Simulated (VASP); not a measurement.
# SbPt (P6_3/mmc) in VASP: notebook

SbPt is run at these levels: PBEsol; tasks: single point.

All numbers are computed with VASP 6.6.1; they aren't measurements. Logs are shortened: lines on timing, memory, paths and dates and some standing lists are left out, and cuts for length are marked.

## (1) The cell of the first run

The structure is hexagonal, space group P6_3/mmc (No. 194). The conventional cell has a = 4.155 Å, b = 4.155 Å, c = 5.551 Å, α = 90.00°, β = 90.00°, γ = 120.00°. Within 3.7 Å of Sb (site symmetry -6m2) lie 6 Pt at 2.77 Å and 6 Sb at 3.67 Å. Pt (site symmetry -3m) has 6 Sb at 2.77 Å and 2 Pt at 2.78 Å within 3.7 Å.

## (2) Single point, PBEsol (uniaxial strain along c: +1.5 %)

Input file INCAR:

```
SYSTEM = SbPt
  ALGO = Normal
  EDIFF = 1E-7
  ENCUT = 520
  GGA = PS
  ISIF = 2
  ISMEAR = 0
  LASPH = .True.
  LCHARG = .True.
  LELF = .True.
  LREAL = .False.
  LVHAR = .True.
  LWAVE = .False.
  NBANDS = 23
  NELM = 100
  PREC = Accurate
  SIGMA = 0.1
```

Input file KPOINTS:

```
k-points
0
Gamma
  12 12 10
  0 0 0
```

Input file POSCAR:

```
SbPt
1.0
    4.1551434399      0.0000000000      0.0000000000
   -2.0775717200      3.5984597754      0.0000000000
    0.0000000000      0.0000000000      5.5505141229
Sb Pt
2 2
Direct
    0.3333333333      0.6666666667      0.2500000000
    0.6666666667      0.3333333333      0.7500000000
    0.0000000000      0.0000000000      0.0000000000
    0.0000000000      0.0000000000      0.5000000000
```

Potentials or basis: VASP PAW PBE potentials, release 64 (Sb, Pt).

The run is started by

```
> cat potpaw_PBE.64/Sb/POTCAR potpaw_PBE.64/Pt/POTCAR > POTCAR
> mpirun -np 1 vasp_std > vasp.out
```

OUTCAR:

```text
SYSTEM = SbPt
   EDIFF = 1E-7
   ENCUT = 520
   GGA = PS
   ISIF = 2
   ISMEAR = 0
   LASPH = .True.
   LREAL = .False.
   NELM = 100
   PREC = Accurate

 ion  position               nearest neighbor table
   1  0.333  0.667  0.250-   3 2.77   4 2.77   3 2.77   4 2.77   3 2.77   4 2.77   2 3.67   2 3.67
                             2 3.67   2 3.67   2 3.67   2 3.67
   2  0.667  0.333  0.750-   3 2.77   4 2.77   3 2.77   4 2.77   3 2.77   4 2.77   1 3.67   1 3.67
                             1 3.67   1 3.67   1 3.67   1 3.67
   3  0.000  0.000  0.000-   1 2.77   2 2.77   2 2.77   1 2.77   2 2.77   1 2.77   4 2.78   4 2.78

   4  0.000  0.000  0.500-   1 2.77   2 2.77   2 2.77   1 2.77   2 2.77   1 2.77   3 2.78   3 2.78

  LATTYP: Found a hexagonal cell.
 ALAT       =     4.1551434399
 C/A-ratio  =     1.3358176927

  Lattice vectors:

 A1 = (   4.1551434399,   0.0000000000,   0.0000000000)
 A2 = (  -2.0775717200,   3.5984597754,   0.0000000000)
 A3 = (   0.0000000000,   0.0000000000,   5.5505141229)

Analysis of symmetry for initial positions (statically):
=====================================================================
 Subroutine PRICEL returns:
 Original cell was already a primitive cell.

 Routine SETGRP: Setting up the symmetry group for a
 hexagonal supercell.

 Subroutine GETGRP returns: Found 24 space group operations
 (whereof 12 operations were pure point group operations)
 out of a pool of 24 trial point group operations.

The static configuration has the point symmetry D_3d.
 The point group associated with its full space group is D_6h.

Analysis of symmetry for dynamics (positions and initial velocities):
=====================================================================
 Subroutine PRICEL returns:
 Original cell was already a primitive cell.

 Routine SETGRP: Setting up the symmetry group for a
 hexagonal supercell.

 Subroutine GETGRP returns: Found 24 space group operations
 (whereof 12 operations were pure point group operations)
 out of a pool of 24 trial point group operations.

The dynamic configuration has the point symmetry D_3d.
 The point group associated with its full space group is D_6h.

 Subroutine INISYM returns: Found 24 space group operations
 (whereof 12 operations are pure point group operations),
 and found     1 'primitive' translations

----------------------------------------------------------------------------------------

                                     Primitive cell

  volume of cell :      82.9919

  direct lattice vectors                    reciprocal lattice vectors
     4.155143440  0.000000000  0.000000000     0.240665579  0.138948337  0.000000000
    -2.077571720  3.598459775  0.000000000     0.000000000  0.277896673  0.000000000
     0.000000000  0.000000000  5.550514123     0.000000000  0.000000000  0.180163491

  length of vectors
     4.155143440  4.155143440  5.550514123     0.277896673  0.277896673  0.180163491

  position of ions in fractional coordinates (direct lattice)
     0.333333333  0.666666667  0.250000000
     0.666666667  0.333333333  0.750000000
     0.000000000  0.000000000  0.000000000
     0.000000000  0.000000000  0.500000000

  ion indices of the primitive-cell ions
   primitive index   ion index
                 1           1
                 2           2
                 3           3
                 4           4

----------------------------------------------------------------------------------------

 KPOINTS: k-points

Automatic generation of k-mesh.
 Grid dimensions read from file:
 generate k-points for:   12   12   10

 Generating k-lattice:

  Cartesian coordinates                     Fractional coordinates (reciprocal lattice)
     0.020055465  0.011579028  0.000000000     0.083333333  0.000000000  0.000000000
     0.000000000  0.023158056  0.000000000     0.000000000  0.083333333  0.000000000
     0.000000000  0.000000000  0.018016349     0.000000000  0.000000000  0.100000000

  Length of vectors
     0.023158056  0.023158056  0.018016349

  Shift w.r.t. Gamma in fractional coordinates (k-lattice)
     0.000000000  0.000000000  0.000000000

 Subroutine IBZKPT returns following result:
 ===========================================

 Found    114 irreducible k-points:

 Following reciprocal coordinates:
            Coordinates               Weight
  0.000000  0.000000  0.000000      1.000000
  0.083333  0.000000  0.000000      6.000000
  0.166667  0.000000  0.000000      6.000000
  0.250000  0.000000  0.000000      6.000000
  0.333333  0.000000  0.000000      6.000000
  0.416667  0.000000  0.000000      6.000000
[... 16 lines left out ...]
  0.250000  0.000000  0.100000     12.000000
  0.333333  0.000000  0.100000     12.000000
 [... further k-points ...]
   k-points           NKPTS =    114   k-points in BZ     NKDIM =    114   number of bands    NBANDS=     23
   number of dos      NEDOS =    301   number of ions     NIONS =      4
   total plane-waves  NPLWV =  43008
   dimension x,y,z NGX =    32 NGY =   32 NGZ =   42
   dimension x,y,z NGXF=    64 NGYF=   64 NGZF=   84
   ions per type =               2   2
   NGX,Y,Z   is equivalent  to a cutoff of  12.80, 12.80, 12.58 a.u.
   NGXF,Y,Z  is equivalent  to a cutoff of  25.61, 25.61, 25.16 a.u.
 SYSTEM =  SbPt
   PREC   = accura    normal or accurate (medium, high low for compatibility)
   ISTART =      0    job   : 0-new  1-cont  2-samecut
   ICHARG =      2    charge: 1-file 2-atom 10-const
   ISPIN  =      1    spin polarized calculation?
   LNONCOLLINEAR =      F non collinear calculations
   LSORBIT =      F    spin-orbit coupling
   LASPH  =      T    aspherical Exc in radial PAW
   ENCUT  =  520.0 eV  38.22 Ry    6.18 a.u.   7.73  7.73 10.32*2*pi/ulx,y,z
   NELM   =    100;   NELMIN=  2; NELMDL= -5     # of ELM steps
   EDIFF  = 0.1E-06   stopping-criterion for ELM
   LREAL  =      F    real-space projection
   EDIFFG = 0.1E-05   stopping-criterion for IOM
   NSW    =      0    number of steps for IOM
   IBRION =     -1    ionic relax: 0-MD 1-quasi-New 2-CG
   NFREE  =      0    steps in history (QN), initial steepest desc. (CG)
   ISIF   =      2    stress and relaxation
   ISYM   =      2    0-nonsym 1-usesym 2-fastsym
   POTIM  = 0.5000    time-step for ionic-motion
   TEBEG  =    0.0;   TEEND  =   0.0 temperature during run
   PSTRESS=    0.0 pullay stress
   NELECT =      30.0000    total number of electrons
   NUPDOWN=      -1.0000    fix difference up-down
   EMIN   =  10.00;   EMAX   =-10.00  energy-range for DOS
   EFERMI =   0.00;   METHOD = LEGACY
   ISMEAR =     0;   SIGMA  =   0.10  broadening in eV -4-tet -1-fermi 0-gaus
   EFERMI_NEDOS =   21; number of points for ismear=-14 and -15
   IALGO  =     38    algorithm
   IMIX   =      4    mixing-type and parameters
     AMIX     =   0.40;   BMIX     =  1.00
     AMIX_MAG =   1.60;   BMIX_MAG =  1.00
  volume/ion in A,a.u.               =      20.75       140.01
  Fermi-wavevector in a.u.,A,eV,Ry     =   1.166192  2.203783 18.503966  1.360003
  Thomas-Fermi vector in A             =   2.302708
   LORBIT       =      0    0 simple, 1 ext, 2 COOP (PROOUT), +10 PAW based schemes
   GGA     = PS    functional components
   LHFCALC =     F    Hartree Fock is set to
   AEXX    =    0.0000 exact exchange contribution
   IVDW    =     0    specifies the selected vdW correction
   LEPSILON=     F    determine dielectric tensor
   LRPA    =     F    only Hartree local field effects (RPA)
 non-spin polarized calculation
 Gauss-broadening in eV      SIGMA  =   0.10
  energy-cutoff  :      520.00
  volume of cell :       82.99
 maximum number of plane-waves:      2264
 NGX is ok and might be reduce to    32
   NGX = 15   NGY = 15   NGZ = 21

 number of electron      30.0000006 magnetization

 Free energy of the ion-electron system (eV)
  ---------------------------------------------------
  ext. energy  EPLUGINS =         0.00000000
  ---------------------------------------------------
  free energy    TOTEN  =       -24.73665788 eV

  energy without entropy =      -24.72600977  energy(sigma->0) =      -24.73133383

 E-fermi :   9.6509     XC(G=0): -11.4710

 val. band max:        9.6499141281   @ k =   0.1667   0.1667   0.4000
 cond. band min:       9.6565880101   @ k =   0.4167   0.1667   0.3000
 fundamental gap:      0.0066738820
 Fermi energy:         9.6508503976

 k-point     1 :       0.0000    0.0000    0.0000
  band No.  band energies     occupation
      1      -3.1066      2.00000
      2       0.6467      2.00000
      3       2.7490      2.00000
      4       3.8100      2.00000
      5       3.8100      2.00000
      6       3.9321      2.00000
[... 15 lines left out ...]
     22      14.9433      0.00000
     23      17.5465      0.00000

 k-point     2 :       0.0833    0.0000    0.0000
  band No.  band energies     occupation
      1      -3.0228      2.00000
      2       0.5661      2.00000
      3       2.8495      2.00000
      4       3.8320      2.00000
      5       3.9122      2.00000
      6       3.9496      2.00000
[... 15 lines left out ...]
     22      15.3614      0.00000
     23      16.5169      0.00000

 k-point     3 :       0.1667    0.0000    0.0000
  band No.  band energies     occupation
      1      -2.7755      2.00000
      2       0.3670      2.00000
      3       3.1451      2.00000
      4       3.8302      2.00000
      5       3.8836      2.00000
      6       4.3114      2.00000
[... 15 lines left out ...]
     22      16.1756      0.00000
     23      16.2729      0.00000
[... 495 lines left out ...]
 k-point    23 :       0.2500    0.0000    0.1000
  band No.  band energies     occupation
      1      -2.3324      2.00000
      2       0.0361      2.00000
      3       3.5277      2.00000
      4       3.6590      2.00000
      5       3.9669      2.00000
      6       4.6387      2.00000
[... 15 lines left out ...]
     22      15.9354      0.00000
     23      16.6027      0.00000

 k-point    24 :       0.3333    0.0000    0.1000
  band No.  band energies     occupation
      1      -1.8211      2.00000
      2      -0.1597      2.00000
      3       3.0842      2.00000
      4       3.9740      2.00000
      5       3.9870      2.00000
      6       4.4359      2.00000
[... 15 lines left out ...]
     22      15.7549      0.00000
     23      17.1932      0.00000

 [... further k-points ...]

------------------------ aborting loop because EDIFF is reached ----------------------------------------

  FORCE on cell =-STRESS in cart. coord.  units (eV):
  Direction    XX          YY          ZZ          XY          YZ          ZX
  --------------------------------------------------------------------------------------
  -------------------------------------------------------------------------------------
  Total       -0.3505928     -0.3505928     -1.4931145      0.0000000      0.0000000     -0.0000000
  in kB       -6.7682703     -6.7682703    -28.8249001      0.0000000      0.0000000     -0.0000000
  external PRESSURE =     -14.1204802 kB  Pullay stress =       0.0000000 kB

 VOLUME and BASIS-vectors are now :
 -----------------------------------------------------------------------------
  energy-cutoff  :      520.00
  volume of cell :       82.99
      direct lattice vectors                 reciprocal lattice vectors
     4.155143440  0.000000000  0.000000000     0.240665579  0.138948337  0.000000000
    -2.077571720  3.598459775  0.000000000     0.000000000  0.277896673  0.000000000
     0.000000000  0.000000000  5.550514123     0.000000000  0.000000000  0.180163491

 POSITION                                       TOTAL-FORCE (eV/Angst)
 -----------------------------------------------------------------------------------
     -0.00000      2.39897      1.38763         0.000000     -0.000000      0.000000
      2.07757      1.19949      4.16289        -0.000000      0.000000      0.000000
      0.00000      0.00000      0.00000        -0.000000     -0.000000      0.000000
      0.00000      0.00000      2.77526        -0.000000     -0.000000      0.000000
 -----------------------------------------------------------------------------------
    total drift:                               -0.000000      0.000000      0.000000

  FREE ENERGIE OF THE ION-ELECTRON SYSTEM (eV)
  ---------------------------------------------------
  free  energy   TOTEN  =       -24.7366578836 eV

  energy  without entropy=      -24.7260097671  energy(sigma->0) =      -24.73133383
```

Run time: 5.2 min. Hardware: 1 thread of Oxide Virtual Turin-like, shared host; peak memory 0.3 GiB.

What came out:

```
Free energy            : -24.7367 eV
Pressure               : -1.4 GPa
Band gap on the k mesh : zero (band 15 reaches 11.96 eV, above the bottom of band 16 at 7.93 eV)
```

Caveat: the cell differs from its parent crystal (uniaxial strain along c: +1.5 %); the PAW data sets were made with another functional, which shifts forces and pressure a little; spin-orbit coupling is left out, which moves the levels of the heavy elements.

## (3) Single point, PBEsol (uniaxial strain along c: +3.0 %, then relaxed in part)

Input file INCAR:

```
SYSTEM = SbPt
ALGO = Normal
EDIFF = 1E-7
ENCUT = 520
GGA = PS
ISIF = 2
ISMEAR = 0
LASPH = .TRUE.
LCHARG = .FALSE.
LREAL = .FALSE.
LWAVE = .FALSE.
NBANDS = 23
NELM = 80
PREC = Accurate
SIGMA = 0.1
```

Input file KPOINTS:

```
k-points
0
G
  12 12 10
  0 0 0
```

Input file POSCAR:

```
SbPt
1.0
    4.1262525104      0.0000000000      0.0000000000
   -2.0631262552      3.5734394964      0.0000000000
    0.0000000000      0.0000000000      5.6325414252
Sb Pt
2 2
Direct
    0.3333333338      0.6666666662      0.2500000000
    0.6666666662      0.3333333338      0.7500000000
    0.0000000000      0.0000000000      0.0000000000
    0.0000000000      0.0000000000      0.5000000000
```

Potentials or basis: VASP PAW PBE potentials, release 64 (Sb, Pt).

The run is started by

```
> cat potpaw_PBE.64/Sb/POTCAR potpaw_PBE.64/Pt/POTCAR > POTCAR
> mpirun -np 1 vasp_std > vasp.out
```

OUTCAR:

```text
SYSTEM = SbPt
   EDIFF = 1E-7
   ENCUT = 520
   GGA = PS
   ISIF = 2
   ISMEAR = 0
   LASPH = .TRUE.
   LREAL = .FALSE.
   NELM = 80
   PREC = Accurate

 ion  position               nearest neighbor table
   1  0.333  0.667  0.250-   3 2.77   4 2.77   3 2.77   4 2.77   3 2.77   4 2.77   2 3.69   2 3.69
                             2 3.69   2 3.69   2 3.69   2 3.69
   2  0.667  0.333  0.750-   3 2.77   4 2.77   3 2.77   4 2.77   3 2.77   4 2.77   1 3.69   1 3.69
                             1 3.69   1 3.69   1 3.69   1 3.69
[... 833 lines left out ...]
  -------------------------------------------------------------------------------------
  Total       -0.1094245     -0.1094245     -2.2956059      0.0000000      0.0000000     -0.0000000
  in kB       -2.1109521     -2.1109521    -44.2854733      0.0000000      0.0000000     -0.0000000
  external PRESSURE =     -16.1691259 kB  Pullay stress =       0.0000000 kB

 VOLUME and BASIS-vectors are now :
 -----------------------------------------------------------------------------
  energy-cutoff  :      520.00
  volume of cell :       83.05
      direct lattice vectors                 reciprocal lattice vectors
     4.126252510  0.000000000  0.000000000     0.242350655  0.139921216  0.000000000
    -2.063126255  3.573439496  0.000000000     0.000000000  0.279842432  0.000000000
     0.000000000  0.000000000  5.632541425     0.000000000  0.000000000  0.177539751

 POSITION                                       TOTAL-FORCE (eV/Angst)
 -----------------------------------------------------------------------------------
      0.00000      2.38229      1.40814         0.000000     -0.000000      0.000000
      2.06313      1.19115      4.22441        -0.000000      0.000000      0.000000
      0.00000      0.00000      0.00000        -0.000000      0.000000      0.000000
      0.00000      0.00000      2.81627         0.000000      0.000000      0.000000
 -----------------------------------------------------------------------------------
    total drift:                               -0.000000      0.000000      0.000000

  FREE ENERGIE OF THE ION-ELECTRON SYSTEM (eV)
  ---------------------------------------------------
  free  energy   TOTEN  =       -24.7115159680 eV

  energy  without entropy=      -24.7006571764  energy(sigma->0) =      -24.70608657
```

OSZICAR:

```text
N       E                     dE             d eps       ncg     rms          rms(c)
DAV:   1     0.163038074852E+03    0.16304E+03   -0.12534E+04  5252   0.114E+03
DAV:   2    -0.184358988382E+02   -0.18147E+03   -0.16865E+03  6163   0.227E+02
DAV:   3    -0.252816485978E+02   -0.68457E+01   -0.66828E+01  6502   0.466E+01
DAV:   4    -0.253598315086E+02   -0.78183E-01   -0.78145E-01  5643   0.545E+00
DAV:   5    -0.253609699700E+02   -0.11385E-02   -0.11384E-02  6564   0.701E-01    0.128E+01
DAV:   6    -0.248523691592E+02    0.50860E+00   -0.20068E+00  5797   0.108E+01    0.647E+00
DAV:   7    -0.247460878752E+02    0.10628E+00   -0.26135E-01  5447   0.395E+00    0.355E+00
DAV:   8    -0.247119222234E+02    0.34166E-01   -0.84575E-02  5846   0.204E+00    0.364E-01
DAV:   9    -0.247116462263E+02    0.27600E-03   -0.20916E-03  6091   0.281E-01    0.222E-01
DAV:  10    -0.247115215534E+02    0.12467E-03   -0.84379E-04  5552   0.169E-01    0.398E-02
DAV:  11    -0.247115147828E+02    0.67706E-05   -0.27282E-05  6378   0.380E-02    0.162E-02
DAV:  12    -0.247115166663E+02   -0.18835E-05   -0.31695E-06  5741   0.105E-02    0.792E-03
DAV:  13    -0.247115160131E+02    0.65320E-06   -0.21603E-07  5353   0.308E-03    0.261E-03
DAV:  14    -0.247115159680E+02    0.45141E-07   -0.52012E-08  3849   0.136E-03
   1 F= -.24711516E+02 E0= -.24706087E+02  d E =-.108588E-01
```

stdout:

```text
POSCAR found type information on POSCAR SbPt
 POSCAR found :  2 types and       4 ions
 scaLAPACK will be used
 -----------------------------------------------------------------------------
|                                                                             |
|                                                                             |
|     You enforced a specific xc type in the INCAR file but a different       |
|     I HOPE YOU KNOW WHAT YOU ARE DOING!                                     |
|                                                                             |
 -----------------------------------------------------------------------------

 LDA part: xc-table for (Slater+PW92), standard interpolation
 POSCAR, INCAR and KPOINTS ok, starting setup
 FFT: planning ... GRIDC
 FFT: planning ... GRID_SOFT
 FFT: planning ... GRID
 WAVECAR not read
 entering main loop
```

Wall time 5.2 min (1 thread of Oxide Virtual Turin-like, shared host); peak memory 0.31 GiB.

What came out:

* Free energy: -24.7115 eV
* Pressure: -1.6 GPa
* Band gap on the k mesh: zero (band 15 reaches 11.98 eV, above the bottom of band 16 at 7.94 eV)

Caveat: the cell differs from its parent crystal (uniaxial strain along c: +3.0 %, then relaxed in part); the PAW data sets were made with another functional, which shifts forces and pressure a little; spin-orbit coupling is left out, which moves the levels of the heavy elements.
